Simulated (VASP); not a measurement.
Input of a VASP 6.6.1 run:

Contents of INCAR:

```
PREC = Accurate
ENCUT = 500
EDIFF = 1E-6
ISMEAR = 0
SIGMA = 0.02
LREAL = False
LASPH = True
NELM = 120
ALGO = Normal
ISIF = 2
LWAVE = False
LCHARG = False
GGA = PE
NBANDS = 25
GGA_COMPAT = False
```

The input KPOINTS:

```
Automatic mesh
0
Gamma
  12 12 4
```

The input POSCAR:

```
Hg
1.0
    3.1081361630     -1.7959868800     -0.0035328889
    3.1081361630      1.7959868800     -0.0035328889
   -2.0879283167      0.0000000000      8.4025471821
Hg
3
Direct
    0.7782525822      0.7782525822      0.3361753265
    0.2217474178      0.2217474178      0.6638246735
    0.0000000000      0.0000000000      0.0000000000
```

Potentials or basis: VASP PAW PBE potentials, release 64 (Hg).

Launch:

```bash
$ cat potpaw_PBE.64/Hg/POTCAR > POTCAR
$ mpirun -np 1 vasp_std > vasp.out
```

(1) Predict the pressure.

(2) Predict the band gap on the k mesh.

Answers

(1) 0.1 GPa.

(2) 0.30 eV (least direct gap 1.17 eV).

Caveat: spin-orbit coupling is left out, which moves the levels of the heavy elements.
